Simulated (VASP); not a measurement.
# CuAu (Cm) in VASP: further runs

Runs on CuAu. Level: PBEsol. Tasks: electric field gradients.

All numbers are computed with VASP 6.6.1; they aren't measurements. Logs are shortened: lines on timing, memory, paths and dates and some standing lists are left out, and cuts for length are marked.

### Step 1. The cell of the first run

Symmetry: Cm, No. 8, monoclinic system. Conventional cell: a = 4.032 Å, b = 4.032 Å, c = 3.582 Å, α = 90.00°, β = 90.00°, γ = 90.00°. Cu (site symmetry m) has 1 Au at 1.73 Å within 2.3 Å. Within 2.3 Å of Au (site symmetry m) lie 1 Cu at 1.73 Å.

### Step 2. Electric field gradients, PBEsol (shortest bond scaled by 0.64)

INCAR

```
PREC = Accurate
ENCUT = 520
EDIFF = 1E-8
ISMEAR = -1
SIGMA = 0.05
LREAL = F
LASPH = T
NELM = 100
ALGO = Normal
ISIF = 2
LWAVE = F
LCHARG = F
GGA = PS
LEFG = T
NBANDS = 18
```

KPOINTS

```
regular mesh
0
Gamma
  11 11 8
```

POSCAR

```
CuAu
1.0
    2.8507024026      0.0000000000      0.0000000000
    0.0000000000      2.8507024026      0.0000000000
    0.0000000000      0.0000000000      3.5816088600
Cu Au
1 1
Direct
    0.4100000000      0.4100000000      0.4100000000
    0.0900000000      0.0900000000      0.0900000000
```

Potentials or basis: VASP PAW PBE potentials, release 64 (Cu, Au).

On the command line:

```sh
cat potpaw_PBE.64/Cu/POTCAR potpaw_PBE.64/Au/POTCAR > POTCAR
mpirun -np 1 vasp_std > vasp.out
```

OUTCAR:

```text
PREC = Accurate
   ENCUT = 520
   EDIFF = 1E-8
   ISMEAR = -1
   LREAL = F
   LASPH = T
   NELM = 100
   ISIF = 2
   GGA = PS

 ion  position               nearest neighbor table
   1  0.410  0.410  0.410-   2 1.73   2 2.43   2 2.43   2 2.76   2 2.97
   2  0.090  0.090  0.090-   1 1.73   1 2.43   1 2.43   1 2.76   1 2.97

  LATTYP: Found a simple tetragonal cell.
 ALAT       =     2.8507024026
 C/A-ratio  =     1.2563952157

  Lattice vectors:

 A1 = (   2.8507024026,   0.0000000000,   0.0000000000)
 A2 = (   0.0000000000,   2.8507024026,   0.0000000000)
 A3 = (   0.0000000000,   0.0000000000,   3.5816088600)

Analysis of symmetry for initial positions (statically):
=====================================================================
 Subroutine PRICEL returns:
 Original cell was already a primitive cell.

 Routine SETGRP: Setting up the symmetry group for a
 simple tetragonal supercell.

 Subroutine GETGRP returns: Found  2 space group operations
 (whereof  2 operations were pure point group operations)
 out of a pool of 16 trial point group operations.

The static configuration has the point symmetry C_1h.

Analysis of symmetry for dynamics (positions and initial velocities):
=====================================================================
 Subroutine PRICEL returns:
 Original cell was already a primitive cell.

 Routine SETGRP: Setting up the symmetry group for a
 simple tetragonal supercell.

 Subroutine GETGRP returns: Found  2 space group operations
 (whereof  2 operations were pure point group operations)
 out of a pool of 16 trial point group operations.

The dynamic configuration has the point symmetry C_1h.

 Subroutine INISYM returns: Found  2 space group operations
 (whereof  2 operations are pure point group operations),
 and found     1 'primitive' translations

----------------------------------------------------------------------------------------

                                     Primitive cell

  volume of cell :      29.1060

  direct lattice vectors                    reciprocal lattice vectors
     2.850702403  0.000000000  0.000000000     0.350790738  0.000000000  0.000000000
     0.000000000  2.850702403  0.000000000     0.000000000  0.350790738  0.000000000
     0.000000000  0.000000000  3.581608860     0.000000000  0.000000000  0.279204134

  length of vectors
     2.850702403  2.850702403  3.581608860     0.350790738  0.350790738  0.279204134

  position of ions in fractional coordinates (direct lattice)
     0.410000000  0.410000000  0.410000000
     0.090000000  0.090000000  0.090000000

  ion indices of the primitive-cell ions
   primitive index   ion index
                 1           1
                 2           2

----------------------------------------------------------------------------------------

 KPOINTS: regular mesh

Automatic generation of k-mesh.
 Grid dimensions read from file:
 generate k-points for:   11   11    8

 Generating k-lattice:

  Cartesian coordinates                     Fractional coordinates (reciprocal lattice)
     0.031890067  0.000000000  0.000000000     0.090909091  0.000000000  0.000000000
     0.000000000  0.031890067  0.000000000     0.000000000  0.090909091  0.000000000
     0.000000000  0.000000000  0.034900517     0.000000000  0.000000000  0.125000000

  Length of vectors
     0.031890067  0.031890067  0.034900517

  Shift w.r.t. Gamma in fractional coordinates (k-lattice)
     0.000000000  0.000000000  0.000000000

 Subroutine IBZKPT returns following result:
 ===========================================

 Found    270 irreducible k-points:

 Following reciprocal coordinates:
            Coordinates               Weight
  0.000000  0.000000  0.000000      1.000000
  0.090909  0.000000  0.000000      4.000000
  0.181818  0.000000  0.000000      4.000000
  0.272727  0.000000  0.000000      4.000000
  0.363636  0.000000  0.000000      4.000000
  0.454545  0.000000  0.000000      4.000000
[... 16 lines left out ...]
  0.454545  0.181818  0.000000      4.000000
 -0.181818  0.454545  0.000000      4.000000
 [... further k-points ...]
   k-points           NKPTS =    270   k-points in BZ     NKDIM =    270   number of bands    NBANDS=     18
   number of dos      NEDOS =    301   number of ions     NIONS =      2
   total plane-waves  NPLWV =  16128
   dimension x,y,z NGX =    24 NGY =   24 NGZ =   28
   dimension x,y,z NGXF=    48 NGYF=   48 NGZF=   56
   ions per type =               1   1
   NGX,Y,Z   is equivalent  to a cutoff of  14.00, 14.00, 13.00 a.u.
   NGXF,Y,Z  is equivalent  to a cutoff of  27.99, 27.99, 25.99 a.u.
 SYSTEM =  unknown system
   PREC   = accura    normal or accurate (medium, high low for compatibility)
   ISTART =      0    job   : 0-new  1-cont  2-samecut
   ICHARG =      2    charge: 1-file 2-atom 10-const
   ISPIN  =      1    spin polarized calculation?
   LNONCOLLINEAR =      F non collinear calculations
   LSORBIT =      F    spin-orbit coupling
   LASPH  =      T    aspherical Exc in radial PAW
   ENCUT  =  520.0 eV  38.22 Ry    6.18 a.u.   5.30  5.30  6.66*2*pi/ulx,y,z
   NELM   =    100;   NELMIN=  2; NELMDL= -5     # of ELM steps
   EDIFF  = 0.1E-07   stopping-criterion for ELM
   LREAL  =      F    real-space projection
   EDIFFG = 0.1E-06   stopping-criterion for IOM
   NSW    =      0    number of steps for IOM
   IBRION =     -1    ionic relax: 0-MD 1-quasi-New 2-CG
   NFREE  =      0    steps in history (QN), initial steepest desc. (CG)
   ISIF   =      2    stress and relaxation
   ISYM   =      2    0-nonsym 1-usesym 2-fastsym
   POTIM  = 0.5000    time-step for ionic-motion
   TEBEG  =    0.0;   TEEND  =   0.0 temperature during run
   PSTRESS=    0.0 pullay stress
   NELECT =      22.0000    total number of electrons
   NUPDOWN=      -1.0000    fix difference up-down
   EMIN   =  10.00;   EMAX   =-10.00  energy-range for DOS
   EFERMI =   0.00;   METHOD = LEGACY
   ISMEAR =    -1;   SIGMA  =   0.05  broadening in eV -4-tet -1-fermi 0-gaus
   EFERMI_NEDOS =   21; number of points for ismear=-14 and -15
   IALGO  =     38    algorithm
   IMIX   =      4    mixing-type and parameters
     AMIX     =   0.40;   BMIX     =  1.00
     AMIX_MAG =   1.60;   BMIX_MAG =  1.00
  volume/ion in A,a.u.               =      14.55        98.21
  Fermi-wavevector in a.u.,A,eV,Ry     =   1.491266  2.818084 30.257642  2.223874
  Thomas-Fermi vector in A             =   2.603943
   LORBIT       =      0    0 simple, 1 ext, 2 COOP (PROOUT), +10 PAW based schemes
   GGA     = PS    functional components
   LHFCALC =     F    Hartree Fock is set to
   AEXX    =    0.0000 exact exchange contribution
   IVDW    =     0    specifies the selected vdW correction
   LEPSILON=     F    determine dielectric tensor
   LRPA    =     F    only Hartree local field effects (RPA)
 non-spin polarized calculation
  energy-cutoff  :      520.00
  volume of cell :       29.11
 maximum number of plane-waves:       802
 NGX is ok and might be reduce to    24
   NGX = 11   NGY = 11   NGZ = 13

 number of electron      21.9999997 magnetization

 Free energy of the ion-electron system (eV)
  ---------------------------------------------------
  ext. energy  EPLUGINS =         0.00000000
  ---------------------------------------------------
  free energy    TOTEN  =        -0.90898749 eV

  energy without entropy =       -0.90408573  energy(sigma->0) =       -0.90653661

 E-fermi :   8.9767     XC(G=0): -12.5629

 val. band max:        8.9765567419   @ k =   0.4545   0.1818   0.3750
 cond. band min:       8.9817487312   @ k =   0.4545   0.3636   0.1250
 fundamental gap:      0.0051919893
 Fermi energy:         8.9766929044

 k-point     1 :       0.0000    0.0000    0.0000
  band No.  band energies     occupation
      1      -1.2072      2.00000
      2       0.2046      2.00000
      3       0.6778      2.00000
      4       1.3747      2.00000
      5       3.0551      2.00000
      6       4.4583      2.00000
[... 10 lines left out ...]
     17      23.4763      0.00000
     18      27.1160      0.00000
[... 463 lines left out ...]
 k-point    24 :      -0.1818    0.4545    0.0000
  band No.  band energies     occupation
      1       0.7696      2.00000
      2       1.0344      2.00000
      3       1.6676      2.00000
      4       2.4184      2.00000
      5       2.7469      2.00000
      6       5.0230      2.00000
[... 10 lines left out ...]
     17      22.6262      0.00000
     18      23.2842      0.00000

 [... further k-points ...]

------------------------ aborting loop because EDIFF is reached ----------------------------------------

  FORCE on cell =-STRESS in cart. coord.  units (eV):
  Direction    XX          YY          ZZ          XY          YZ          ZX
  --------------------------------------------------------------------------------------
  -------------------------------------------------------------------------------------
  Total       15.4018698     15.4018698     21.5175977     11.4532138     16.1928999     16.1928985
  in kB      847.8169833    847.8169833   1184.4655845    630.4578118    891.3603156    891.3602360
  external PRESSURE =     960.0331837 kB  Pullay stress =       0.0000000 kB

 VOLUME and BASIS-vectors are now :
 -----------------------------------------------------------------------------
  energy-cutoff  :      520.00
  volume of cell :       29.11
      direct lattice vectors                 reciprocal lattice vectors
     2.850702403  0.000000000  0.000000000     0.350790738  0.000000000  0.000000000
     0.000000000  2.850702403  0.000000000     0.000000000  0.350790738  0.000000000
     0.000000000  0.000000000  3.581608860     0.000000000  0.000000000  0.279204134

 POSITION                                       TOTAL-FORCE (eV/Angst)
 -----------------------------------------------------------------------------------
      1.16879      1.16879      1.46846        14.246371     14.246371     19.856172
      0.25656      0.25656      0.32234       -14.246371    -14.246371    -19.856172
 -----------------------------------------------------------------------------------
    total drift:                               -0.000612     -0.000612     -0.000256

  FREE ENERGIE OF THE ION-ELECTRON SYSTEM (eV)
  ---------------------------------------------------
  free  energy   TOTEN  =        -0.9089874888 eV

  energy  without entropy=       -0.9040857268  energy(sigma->0) =       -0.90653661

 Electric field gradients (V/A^2)
---------------------------------------------------------------------
 ion       V_xx      V_yy      V_zz      V_xy      V_xz      V_yz
---------------------------------------------------------------------
   1       5.893     5.893   -11.785   -16.374   -29.501   -29.501
   2     -65.883   -65.883   131.767    32.061     3.134     3.134
---------------------------------------------------------------------

 Electric field gradients after diagonalization (V/A^2)
 (convention: |V_zz| > |V_xx| > |V_yy|)
----------------------------------------------------------------------
 ion       V_xx      V_yy      V_zz     asymmetry (V_yy - V_xx)/ V_zz
----------------------------------------------------------------------
   1      30.592    22.267   -52.859       0.157
   2     -97.945   -33.941   131.885       0.485
----------------------------------------------------------------------

           NMR quadrupolar parameters

 Cq : quadrupolar parameter    Cq=e*Q*V_zz/h
 eta: asymmetry parameters     (V_yy - V_xx)/ V_zz
 Q  : nuclear electric quadrupole moment in mb (millibarn)
----------------------------------------------------------------------
 ion       Cq(MHz)       eta       Q (mb)
----------------------------------------------------------------------
   1      -0.128       0.157       1.000
   2       0.319       0.485       1.000
----------------------------------------------------------------------
```

Run time: 3.3 min. Hardware: 1 thread of Intel Xeon 8259CL, shared host; peak memory 0.27 GiB.

Results:

* Free energy: -0.9090 eV
* Pressure: 96.0 GPa
* Largest force: 28.288 eV/Å
* Band gap on the k mesh: zero (bands 11 and 12 overlap by 3.68 eV)
* Largest electric field gradient by atom: Cu -52.9; Au +131.9 V/Å²

Forces on the atoms (eV/Å):
```
Cu   14.246  14.246  19.856
Au  -14.246 -14.246 -19.856
```

Electric field gradients, principal values (V/Å²):
```csv
atom,least,middle,greatest (by size)
1 Cu,22.267,30.592,-52.859
2 Au,-33.941,-97.945,131.885
```

Caveat: the cell differs from its parent crystal (shortest bond scaled by 0.64); atoms lie so close that the PAW spheres overlap strongly, which falsifies energies and pressures; the cell stands under pressure; without QUAD_EFG the Cq values of the log hold for a quadrupole moment of 1 mb, not for the nuclei; the PAW data sets were made with another functional, which shifts forces and pressure a little; spin-orbit coupling is left out, which moves the levels of the heavy elements.

(Continued in part 2 of 3.)
